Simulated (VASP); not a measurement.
Pd: single point with PBEsol

The system is Pd.

```xyz
1
Lattice="0.0000 1.9377 1.9377 1.9377 0.0000 1.9377 1.9377 1.9377 0.0000" Properties=species:S:1:pos:R:3 pbc="T T T"
Pd    0.0000    0.0000    0.0000
```

```yaml
Program: VASP 6.6.1
Task: single point
Functional: PBEsol
Potentials_or_basis: VASP PAW PBE potentials, release 64 (Pd)
Cutoff: 520 eV
k_mesh: 18 × 18 × 18
Occupations: gaussian, width 0.1 eV
Spin: no spin polarisation
```

```yaml
Pressure: -0.4 GPa
Band_gap_on_the_k_mesh: zero (band 5 reaches 10.16 eV, above the bottom of band 6 at 8.54 eV)
```

Levels at points of the mesh, in eV from the Fermi level:
```csv
k point,band 1,band 2,band 3,band 4,band 5,band 6,band 7,band 8,band 9,band 10
"(0.00, 0.00, 0.00)",-7.35,-2.92,-2.92,-2.92,-1.25,-1.25,17.13,21.98,21.98,21.98
"(0.50, 0.00, 0.00)",-5.45,-2.96,-2.96,-0.02,-0.02,0.89,7.37,16.49,21.14,21.14
"(0.50, 0.50, 0.00)",-5.54,-5.25,-0.04,0.30,0.30,3.25,10.85,13.18,13.18,21.68
```

Run time: 28 s on 1 thread of Intel Xeon 8259CL, on a shared host, peak memory 0.15 GiB.

Caveat: the PAW data sets were made with another functional, which shifts forces and pressure a little.
